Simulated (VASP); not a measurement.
# WS2 (P6_3/mmc) in VASP: single point with LDA

Aim: the single point of WS2 with LDA.

All numbers are computed with VASP 6.6.1; they aren't measurements. Logs are shortened: lines on timing, memory, paths and dates and some standing lists are left out, and cuts for length are marked.

## 1. The cell of the first run

The structure is hexagonal, space group P6_3/mmc (No. 194). The conventional cell has a = 3.180 Å, b = 3.180 Å, c = 12.500 Å, α = 90.00°, β = 90.00°, γ = 120.00°. W (site symmetry -6m2) has 6 S at 2.45 Å and 6 W at 3.18 Å within 3.2 Å. S (site symmetry 3m) has 3 W at 2.45 Å and 6 S at 3.18 Å within 3.2 Å.

## 2. Single point, LDA

The input, INCAR:

```
SYSTEM = WS2
ALGO     = Normal         ! electronic algorithm
EDIFF    = 1E-6           ! SCF threshold, eV
ENCUT    = 520            ! plane-wave cutoff, eV
GGA      = CA             ! functional
ISIF     = 2              ! what is computed and relaxed
ISMEAR   = 0              ! smearing method
LASPH    = .TRUE.         ! aspherical terms in the spheres
LCHARG   = .FALSE.        ! write CHGCAR
LREAL    = .FALSE.        ! projectors in reciprocal space
LWAVE    = .FALSE.        ! write WAVECAR
NBANDS   = 35             ! bands
NELM     = 60             ! most SCF steps
PREC     = Accurate       ! precision mode
SIGMA    = 0.05           ! smearing width, eV
```

The input, KPOINTS:

```
k-points
0
G
  12 12 4
  0 0 0
```

The input, POSCAR:

```
WS2
1.0
    3.1799996605      0.0000000000      0.0000000000
   -1.5899998303      2.7539604900      0.0000000000
    0.0000000000      0.0000000000     12.5000000000
W S
2 4
Direct
    0.3333333333      0.6666666667      0.2500000000
    0.6666666667      0.3333333333      0.7500000000
    0.3333333333      0.6666666667      0.6200000000
    0.6666666667      0.3333333333      0.1200000000
    0.3333333333      0.6666666667      0.8800000000
    0.6666666667      0.3333333333      0.3800000000
```

Potentials or basis: VASP PAW LDA potentials, release 64 (W_sv, S).

Command:

```
cat potpaw_LDA.64/W_sv/POTCAR potpaw_LDA.64/S/POTCAR > POTCAR
mpirun -np 1 vasp_std > vasp.out
```

OUTCAR:

```text
SYSTEM = WS2
   EDIFF = 1E-6
   ENCUT = 520
   GGA = CA
   ISIF = 2
   ISMEAR = 0
   LASPH = .TRUE.
   LREAL = .FALSE.
   NELM = 60
   PREC = Accurate

 ion  position               nearest neighbor table
   1  0.333  0.667  0.250-   4 2.45   6 2.45   4 2.45   6 2.45   4 2.45   6 2.45
   2  0.667  0.333  0.750-   3 2.45   5 2.45   3 2.45   5 2.45   3 2.45   5 2.45
   3  0.333  0.667  0.620-   2 2.45   2 2.45   2 2.45
   4  0.667  0.333  0.120-   1 2.45   1 2.45   1 2.45
   5  0.333  0.667  0.880-   2 2.45   2 2.45   2 2.45
   6  0.667  0.333  0.380-   1 2.45   1 2.45   1 2.45

  LATTYP: Found a hexagonal cell.
 ALAT       =     3.1799996605
 C/A-ratio  =     3.9308180297

  Lattice vectors:

 A1 = (   3.1799996605,   0.0000000000,   0.0000000000)
 A2 = (  -1.5899998303,   2.7539604900,   0.0000000000)
 A3 = (   0.0000000000,   0.0000000000,  12.5000000000)

Analysis of symmetry for initial positions (statically):
=====================================================================
 Subroutine PRICEL returns:
 Original cell was already a primitive cell.

 Routine SETGRP: Setting up the symmetry group for a
 hexagonal supercell.

 Subroutine GETGRP returns: Found 24 space group operations
 (whereof 12 operations were pure point group operations)
 out of a pool of 24 trial point group operations.

The static configuration has the point symmetry D_3d.
 The point group associated with its full space group is D_6h.

Analysis of symmetry for dynamics (positions and initial velocities):
=====================================================================
 Subroutine PRICEL returns:
 Original cell was already a primitive cell.

 Routine SETGRP: Setting up the symmetry group for a
 hexagonal supercell.

 Subroutine GETGRP returns: Found 24 space group operations
 (whereof 12 operations were pure point group operations)
 out of a pool of 24 trial point group operations.

The dynamic configuration has the point symmetry D_3d.
 The point group associated with its full space group is D_6h.

 Subroutine INISYM returns: Found 24 space group operations
 (whereof 12 operations are pure point group operations),
 and found     1 'primitive' translations

----------------------------------------------------------------------------------------

                                     Primitive cell

  volume of cell :     109.4699

  direct lattice vectors                    reciprocal lattice vectors
     3.179999661  0.000000000  0.000000000     0.314465442  0.181556708  0.000000000
    -1.589999830  2.753960490  0.000000000     0.000000000  0.363113416  0.000000000
     0.000000000  0.000000000 12.500000000     0.000000000  0.000000000  0.080000000

  length of vectors
     3.179999661  3.179999661 12.500000000     0.363113416  0.363113416  0.080000000

  position of ions in fractional coordinates (direct lattice)
     0.333333333  0.666666667  0.250000000
     0.666666667  0.333333333  0.750000000
     0.333333333  0.666666667  0.620000000
     0.666666667  0.333333333  0.120000000
     0.333333333  0.666666667  0.880000000
     0.666666667  0.333333333  0.380000000

  ion indices of the primitive-cell ions
   primitive index   ion index
                 1           1
                 2           2
                 3           3
                 4           4
                 5           5
                 6           6

----------------------------------------------------------------------------------------

 KPOINTS: k-points

Automatic generation of k-mesh.
 Grid dimensions read from file:
 generate k-points for:   12   12    4

 Generating k-lattice:

  Cartesian coordinates                     Fractional coordinates (reciprocal lattice)
     0.026205454  0.015129726  0.000000000     0.083333333  0.000000000  0.000000000
     0.000000000  0.030259451  0.000000000     0.000000000  0.083333333  0.000000000
     0.000000000  0.000000000  0.020000000     0.000000000  0.000000000  0.250000000

  Length of vectors
     0.030259451  0.030259451  0.020000000

  Shift w.r.t. Gamma in fractional coordinates (k-lattice)
     0.000000000  0.000000000  0.000000000

 Subroutine IBZKPT returns following result:
 ===========================================

 Found     57 irreducible k-points:

 Following reciprocal coordinates:
            Coordinates               Weight
  0.000000  0.000000  0.000000      1.000000
  0.083333 -0.000000  0.000000      6.000000
  0.166667 -0.000000  0.000000      6.000000
  0.250000 -0.000000  0.000000      6.000000
  0.333333 -0.000000  0.000000      6.000000
  0.416667  0.000000  0.000000      6.000000
[... 16 lines left out ...]
  0.250000 -0.000000  0.250000     12.000000
  0.333333 -0.000000  0.250000     12.000000
 [... further k-points ...]
   k-points           NKPTS =     57   k-points in BZ     NKDIM =     57   number of bands    NBANDS=     35
   number of dos      NEDOS =    301   number of ions     NIONS =      6
   total plane-waves  NPLWV =  55296
   dimension x,y,z NGX =    24 NGY =   24 NGZ =   96
   dimension x,y,z NGXF=    48 NGYF=   48 NGZF=  192
   ions per type =               2   4
   NGX,Y,Z   is equivalent  to a cutoff of  12.55, 12.55, 12.77 a.u.
   NGXF,Y,Z  is equivalent  to a cutoff of  25.09, 25.09, 25.54 a.u.
 SYSTEM =  WS2
   PREC   = accura    normal or accurate (medium, high low for compatibility)
   ISTART =      0    job   : 0-new  1-cont  2-samecut
   ICHARG =      2    charge: 1-file 2-atom 10-const
   ISPIN  =      1    spin polarized calculation?
   LNONCOLLINEAR =      F non collinear calculations
   LSORBIT =      F    spin-orbit coupling
   LASPH  =      T    aspherical Exc in radial PAW
   ENCUT  =  520.0 eV  38.22 Ry    6.18 a.u.   5.91  5.91 23.24*2*pi/ulx,y,z
   NELM   =     60;   NELMIN=  2; NELMDL= -5     # of ELM steps
   EDIFF  = 0.1E-05   stopping-criterion for ELM
   LREAL  =      F    real-space projection
   EDIFFG = 0.1E-04   stopping-criterion for IOM
   NSW    =      0    number of steps for IOM
   IBRION =     -1    ionic relax: 0-MD 1-quasi-New 2-CG
   NFREE  =      0    steps in history (QN), initial steepest desc. (CG)
   ISIF   =      2    stress and relaxation
   ISYM   =      2    0-nonsym 1-usesym 2-fastsym
   POTIM  = 0.5000    time-step for ionic-motion
   TEBEG  =    0.0;   TEEND  =   0.0 temperature during run
   PSTRESS=    0.0 pullay stress
   NELECT =      52.0000    total number of electrons
   NUPDOWN=      -1.0000    fix difference up-down
   EMIN   =  10.00;   EMAX   =-10.00  energy-range for DOS
   EFERMI =   0.00;   METHOD = LEGACY
   ISMEAR =     0;   SIGMA  =   0.05  broadening in eV -4-tet -1-fermi 0-gaus
   EFERMI_NEDOS =   21; number of points for ismear=-14 and -15
   IALGO  =     38    algorithm
   IMIX   =      4    mixing-type and parameters
     AMIX     =   0.40;   BMIX     =  1.00
     AMIX_MAG =   1.60;   BMIX_MAG =  1.00
  volume/ion in A,a.u.               =      18.24       123.12
  Fermi-wavevector in a.u.,A,eV,Ry     =   1.277353  2.413848 22.199692  1.631631
  Thomas-Fermi vector in A             =   2.409958
   LORBIT       =      0    0 simple, 1 ext, 2 COOP (PROOUT), +10 PAW based schemes
   GGA     = CA    functional components
   LHFCALC =     F    Hartree Fock is set to
   AEXX    =    0.0000 exact exchange contribution
   IVDW    =     0    specifies the selected vdW correction
   LEPSILON=     F    determine dielectric tensor
   LRPA    =     F    only Hartree local field effects (RPA)
 non-spin polarized calculation
 Gauss-broadening in eV      SIGMA  =   0.05
  energy-cutoff  :      520.00
  volume of cell :      109.47
 maximum number of plane-waves:      2976
 NGX is ok and might be reduce to    24
   NGX = 11   NGY = 11   NGZ = 47

 number of electron      52.0000006 magnetization

 Free energy of the ion-electron system (eV)
  ---------------------------------------------------
  ext. energy  EPLUGINS =         0.00000000
  ---------------------------------------------------
  free energy    TOTEN  =       -52.22899000 eV

  energy without entropy =      -52.22899000  energy(sigma->0) =      -52.22899000

 E-fermi :   7.1154     XC(G=0): -11.1468

 val. band max:        6.8065460882   @ k =   0.0000   0.0000   0.0000
 cond. band min:       7.7359095488   @ k =   0.1667   0.1667   0.0000
 fundamental gap:      0.9293634606
 Fermi energy:         7.1154184024

 k-point     1 :       0.0000    0.0000    0.0000
  band No.  band energies     occupation
      1     -67.2671      2.00000
      2     -67.2671      2.00000
      3     -31.7501      2.00000
      4     -31.7501      2.00000
      5     -31.5721      2.00000
      6     -31.5721      2.00000
[... 27 lines left out ...]
     34       9.3095      0.00000
     35      11.5288      0.00000

 k-point     2 :       0.0833   -0.0000    0.0000
  band No.  band energies     occupation
      1     -67.2659      2.00000
      2     -67.2659      2.00000
      3     -31.7462      2.00000
      4     -31.7461      2.00000
      5     -31.5948      2.00000
      6     -31.5948      2.00000
[... 27 lines left out ...]
     34       9.4193      0.00000
     35      12.0500      0.00000

 k-point     3 :       0.1667   -0.0000    0.0000
  band No.  band energies     occupation
      1     -67.2628      2.00000
      2     -67.2628      2.00000
      3     -31.7353      2.00000
      4     -31.7353      2.00000
      5     -31.6563      2.00000
      6     -31.6562      2.00000
[... 27 lines left out ...]
     34       9.9017      0.00000
     35      12.9942      0.00000
[... 723 lines left out ...]
 k-point    23 :       0.2500   -0.0000    0.2500
  band No.  band energies     occupation
      1     -67.2585      2.00000
      2     -67.2585      2.00000
      3     -31.7392      2.00000
      4     -31.7392      2.00000
      5     -31.7204      2.00000
      6     -31.7204      2.00000
[... 27 lines left out ...]
     34      10.3648      0.00000
     35      13.3119      0.00000

 k-point    24 :       0.3333   -0.0000    0.2500
  band No.  band energies     occupation
      1     -67.2543      2.00000
      2     -67.2543      2.00000
      3     -31.8209      2.00000
      4     -31.8209      2.00000
      5     -31.7055      2.00000
      6     -31.7055      2.00000
[... 27 lines left out ...]
     34      10.7088      0.00000
     35      12.4762      0.00000

 [... further k-points ...]

------------------------ aborting loop because EDIFF is reached ----------------------------------------

  FORCE on cell =-STRESS in cart. coord.  units (eV):
  Direction    XX          YY          ZZ          XY          YZ          ZX
  --------------------------------------------------------------------------------------
  -------------------------------------------------------------------------------------
  Total       -6.4729821     -6.4729821     -9.9288348      0.0000000      0.0000000     -0.0000000
  in kB      -94.7371239    -94.7371239   -145.3162147      0.0000000      0.0000000     -0.0000000
  external PRESSURE =    -111.5968208 kB  Pullay stress =       0.0000000 kB

 VOLUME and BASIS-vectors are now :
 -----------------------------------------------------------------------------
  energy-cutoff  :      520.00
  volume of cell :      109.47
      direct lattice vectors                 reciprocal lattice vectors
     3.179999661  0.000000000  0.000000000     0.314465442  0.181556708  0.000000000
    -1.589999830  2.753960490  0.000000000     0.000000000  0.363113416  0.000000000
     0.000000000  0.000000000 12.500000000     0.000000000  0.000000000  0.080000000

 POSITION                                       TOTAL-FORCE (eV/Angst)
 -----------------------------------------------------------------------------------
     -0.00000      1.83597      3.12500         0.000000     -0.000000      0.000000
      1.59000      0.91799      9.37500         0.000000      0.000000      0.000000
     -0.00000      1.83597      7.75000         0.000000      0.000000      1.438092
      1.59000      0.91799      1.50000        -0.000000      0.000000      1.438092
     -0.00000      1.83597     11.00000         0.000000     -0.000000     -1.438092
      1.59000      0.91799      4.75000        -0.000000     -0.000000     -1.438092
 -----------------------------------------------------------------------------------
    total drift:                               -0.000000      0.000000     -0.000000

  FREE ENERGIE OF THE ION-ELECTRON SYSTEM (eV)
  ---------------------------------------------------
  free  energy   TOTEN  =       -52.2289899960 eV

  energy  without entropy=      -52.2289899960  energy(sigma->0) =      -52.22899000
```

Run time: 2.5 min. Hardware: 1 thread of AMD EPYC 7R13 (Zen 3), shared host; peak memory 0.26 GiB.

What came out:

```yaml
Free_energy: -52.2290 eV
Pressure: -11.2 GPa
Largest_force: 1.438 eV/Å
Band_gap_on_the_k_mesh: 0.93 eV, indirect (least direct gap 1.85 eV)
```

Forces on the atoms (eV/Å):
```
W    0.000  0.000  0.000
W    0.000  0.000  0.000
S    0.000  0.000  1.438
S    0.000  0.000  1.438
S    0.000  0.000 -1.438
S    0.000  0.000 -1.438
```

Stress tensor (GPa, compression positive):
```
 -9.47   0.00   0.00
  0.00  -9.47   0.00
  0.00   0.00 -14.53
```

Caveat: spin-orbit coupling is left out, which moves the levels of the heavy elements; forces of over 1 eV/Å act on the atoms, so gaps and moduli don't describe the material at rest.
